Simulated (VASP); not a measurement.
# LiH (F-43m) in VASP: relaxation of cell and atoms with PBE

Aim: the relaxation of cell and atoms of LiH with PBE.

Everything below comes from runs of VASP 6.6.1. Logs are shortened: lines on timing, memory, paths and dates and some standing lists are left out, and cuts for length are marked.

### 1 The cell of the first run

It takes space group F-43m (No. 216, cubic). Conventional cell: a = 5.418 Å, b = 5.418 Å, c = 5.418 Å, α = 90.00°, β = 90.00°, γ = 90.00°. Within 3.1 Å of Li (site symmetry -43m) lie 4 H at 2.35 Å. H (site symmetry -43m) has 4 Li at 2.35 Å within 3.1 Å.

### 2 Relaxation of cell and atoms, PBE (atoms taken out)

Contents of INCAR:

```
SYSTEM = LiH
PREC = Accurate
ENCUT = 1230
EDIFF = 1E-7
ISMEAR = 0
SIGMA = 0.1
LREAL = .False.
LASPH = .True.
NELM = 120
ALGO = Normal
ISIF = 3
LWAVE = .False.
LCHARG = .False.
GGA = PE
IBRION = 2
NSW = 90
EDIFFG = -0.04
GGA_COMPAT = .False.
NELMIN = 4
```

Contents of KPOINTS:

```
regular mesh
0
Gamma
  6 6 6
  0 0 0
```

Contents of POSCAR:

```
LiH
1.0
    0.0000000000      2.7089274600      2.7089274600
    2.7089274600      0.0000000000      2.7089274600
    2.7089274600      2.7089274600      0.0000000000
Li H
1 1
Direct
    0.0000000000      0.0000000000      0.0000000000
    0.7500000000      0.7500000000      0.7500000000
```

Potentials or basis: VASP PAW PBE potentials, release 64 (Li_sv, H_h).

The run is started by

```bash
cat potpaw_PBE.64/Li_sv/POTCAR potpaw_PBE.64/H_h/POTCAR > POTCAR
mpirun -np 1 vasp_std > vasp.out
```

OUTCAR:

```text
SYSTEM = LiH
   PREC = Accurate
   ENCUT = 1230
   EDIFF = 1E-7
   ISMEAR = 0
   LREAL = .False.
   LASPH = .True.
   NELM = 120
   ISIF = 3
   GGA = PE
   IBRION = 2
   NSW = 90
   EDIFFG = -0.04
   NELMIN = 4

 ion  position               nearest neighbor table
   1  0.000  0.000  0.000-
   2  0.750  0.750  0.750-

  LATTYP: Found a face centered cubic cell.
 ALAT       =     5.4178549200

  Lattice vectors:

 A1 = (   0.0000000000,   2.7089274600,   2.7089274600)
 A2 = (   2.7089274600,   0.0000000000,   2.7089274600)
 A3 = (   2.7089274600,   2.7089274600,   0.0000000000)

Analysis of symmetry for initial positions (statically):
=====================================================================
 Subroutine PRICEL returns:
 Original cell was already a primitive cell.

 Routine SETGRP: Setting up the symmetry group for a
 face centered cubic supercell.

 Subroutine GETGRP returns: Found 24 space group operations
 (whereof 24 operations were pure point group operations)
 out of a pool of 48 trial point group operations.

The static configuration has the point symmetry T_d .

Analysis of symmetry for dynamics (positions and initial velocities):
=====================================================================
 Subroutine PRICEL returns:
 Original cell was already a primitive cell.

 Routine SETGRP: Setting up the symmetry group for a
 face centered cubic supercell.

 Subroutine GETGRP returns: Found 24 space group operations
 (whereof 24 operations were pure point group operations)
 out of a pool of 48 trial point group operations.

The dynamic configuration has the point symmetry T_d .

 Subroutine INISYM returns: Found 24 space group operations
 (whereof 24 operations are pure point group operations),
 and found     1 'primitive' translations

----------------------------------------------------------------------------------------

                                     Primitive cell

  volume of cell :      39.7578

  direct lattice vectors                    reciprocal lattice vectors
     0.000000000  2.708927460  2.708927460    -0.184574894  0.184574894  0.184574894
     2.708927460  0.000000000  2.708927460     0.184574894 -0.184574894  0.184574894
     2.708927460  2.708927460  0.000000000     0.184574894  0.184574894 -0.184574894

  length of vectors
     3.831001953  3.831001953  3.831001953     0.319693095  0.319693095  0.319693095

  position of ions in fractional coordinates (direct lattice)
     0.000000000  0.000000000  0.000000000
     0.750000000  0.750000000  0.750000000

[... 73 lines left out ...]
   ISIF   =      3    stress and relaxation
   ISYM   =      2    0-nonsym 1-usesym 2-fastsym
   POTIM  = 0.5000    time-step for ionic-motion
   TEBEG  =    0.0;   TEEND  =   0.0 temperature during run
   PSTRESS=    0.0 pullay stress
   NELECT =       4.0000    total number of electrons
   NUPDOWN=      -1.0000    fix difference up-down
   EMIN   =  10.00;   EMAX   =-10.00  energy-range for DOS
   EFERMI =   0.00;   METHOD = LEGACY
   ISMEAR =     0;   SIGMA  =   0.10  broadening in eV -4-tet -1-fermi 0-gaus
   EFERMI_NEDOS =   21; number of points for ismear=-14 and -15
   IALGO  =     38    algorithm
   IMIX   =      4    mixing-type and parameters
     AMIX     =   0.40;   BMIX     =  1.00
     AMIX_MAG =   1.60;   BMIX_MAG =  1.00
  volume/ion in A,a.u.               =      19.88       134.15
  Fermi-wavevector in a.u.,A,eV,Ry     =   0.761414  1.438864  7.887992  0.579751
  Thomas-Fermi vector in A             =   1.860648
   LORBIT       =      0    0 simple, 1 ext, 2 COOP (PROOUT), +10 PAW based schemes
   GGA     = PE    functional components
   LHFCALC =     F    Hartree Fock is set to
   AEXX    =    0.0000 exact exchange contribution
   IVDW    =     0    specifies the selected vdW correction
   LEPSILON=     F    determine dielectric tensor
   LRPA    =     F    only Hartree local field effects (RPA)
 conjugate gradient relaxation of ions
 non-spin polarized calculation
 Gauss-broadening in eV      SIGMA  =   0.10
  energy-cutoff  :     1230.00
  volume of cell :       39.76
 maximum number of plane-waves:      3924
 NGX is ok and might be reduce to    48
   NGX = 21   NGY = 21   NGZ = 21

--------------------------------------- Ionic step        1  -------------------------------------------

 number of electron       4.0000000 magnetization

 Free energy of the ion-electron system (eV)
  ---------------------------------------------------
  ext. energy  EPLUGINS =         0.00000000
  ---------------------------------------------------
  free energy    TOTEN  =        -5.41487740 eV

  energy without entropy =       -5.41487740  energy(sigma->0) =       -5.41487740

------------------------ aborting loop because EDIFF is reached ----------------------------------------

  FORCE on cell =-STRESS in cart. coord.  units (eV):
  Direction    XX          YY          ZZ          XY          YZ          ZX
  --------------------------------------------------------------------------------------
  -------------------------------------------------------------------------------------
  Total       -1.5013670     -1.5013670     -1.5013670      0.0000000     -0.0000000      0.0000000
  in kB      -60.5027778    -60.5027778    -60.5027778      0.0000000     -0.0000000      0.0000000
  external PRESSURE =     -60.5027778 kB  Pullay stress =       0.0000000 kB
[... 95 lines left out ...]
--------------------------------------- Ionic step        4  -------------------------------------------

 number of electron       4.0000000 magnetization

 E-fermi :   1.4439     XC(G=0):  -9.8830

 val. band max:        0.8201871607   @ k =  -0.3333   0.5000   0.1667
 cond. band min:       6.6612726523   @ k =   0.5000   0.0000   0.0000
 fundamental gap:      5.8410854917
 Fermi energy:         1.4439067432

 k-point     1 :       0.0000    0.0000    0.0000
  band No.  band energies     occupation
      1     -41.4996      2.00000
      2      -4.1173      2.00000
      3      21.6638      0.00000
      4      26.2477      0.00000
      5      26.2477      0.00000
      6      26.2477      0.00000
[... 204 lines left out ...]
--------------------------------------- Ionic step        6  -------------------------------------------

 number of electron       4.0000000 magnetization

 Free energy of the ion-electron system (eV)
  ---------------------------------------------------
  ext. energy  EPLUGINS =         0.00000000
  ---------------------------------------------------
  free energy    TOTEN  =        -6.03091741 eV

  energy without entropy =       -6.03091741  energy(sigma->0) =       -6.03091741

 E-fermi :  -1.1276     XC(G=0):  -7.6931

 val. band max:       -1.7476723748   @ k =  -0.3333   0.5000   0.1667
 cond. band min:       2.5434462569   @ k =   0.5000   0.0000   0.0000
 fundamental gap:      4.2911186317
 Fermi energy:        -1.1276001889

 k-point     1 :       0.0000    0.0000    0.0000
  band No.  band energies     occupation
      1     -45.0024      2.00000
      2      -5.3627      2.00000
      3      11.4040      0.00000
      4      15.6069      0.00000
      5      15.6069      0.00000
      6      15.6069      0.00000
[... 162 lines left out ...]
  FREE ENERGIE OF THE ION-ELECTRON SYSTEM (eV)
  ---------------------------------------------------
  free  energy   TOTEN  =        -6.0309174114 eV

  energy  without entropy=       -6.0309174114  energy(sigma->0) =       -6.03091741

 reached required accuracy - stopping structural energy minimisation
```

Wall time 99 s (1 thread of Intel Xeon Platinum 8488C (Sapphire Rapids), shared host); peak memory 0.33 GiB.

Results:

| Quantity | Value |
| --- | --- |
| Free energy | -6.0309 eV |
| Relaxed volume | 9.87 Å³/atom |
| Relaxed cell | a = 3.034 Å, b = 3.034 Å, c = 3.034 Å, α = 60.00°, β = 60.00°, γ = 60.00° |
| Space group after relaxing (to 0.1 Å) | F-43m (No. 216) |
| Energy gained by relaxing | 308.0 meV/atom |
| Ionic steps | 6 |
| Pressure after relaxing | -0.1 GPa |
| Band gap on the k mesh | 4.29 eV (least direct gap 5.27 eV) |

Step by step:
```tsv
step	energy change (eV)	largest force (eV/Å)	pressure (GPa)	volume (Å³)
1	0.0000	0.0000	-6.05	39.76
2	-0.1584	0.0000	-6.11	35.59
3	-0.5333	0.0000	-4.34	24.86
4	0.3133	0.0000	51.14	10.32
5	-0.5996	0.0000	-2.16	21.78
6	-0.6160	0.0000	-0.10	19.75
```

Final structure:
```cif
data_structure
_symmetry_space_group_name_H-M 'P 1'
_symmetry_Int_Tables_number 1
_cell_length_a 3.0340
_cell_length_b 3.0340
_cell_length_c 3.0340
_cell_angle_alpha 60.000
_cell_angle_beta 60.000
_cell_angle_gamma 60.000
_cell_volume 19.75
loop_
_atom_site_label
_atom_site_type_symbol
_atom_site_fract_x
_atom_site_fract_y
_atom_site_fract_z
_atom_site_occupancy
Li1 Li 0.00000 0.00000 0.00000 1
H1 H 0.75000 0.75000 0.75000 1
```

Caveat: the cell differs from its parent crystal (atoms taken out); the volume moved by over 15 % at a fixed basis, so the end points are rough. A k mesh can miss the band edges.
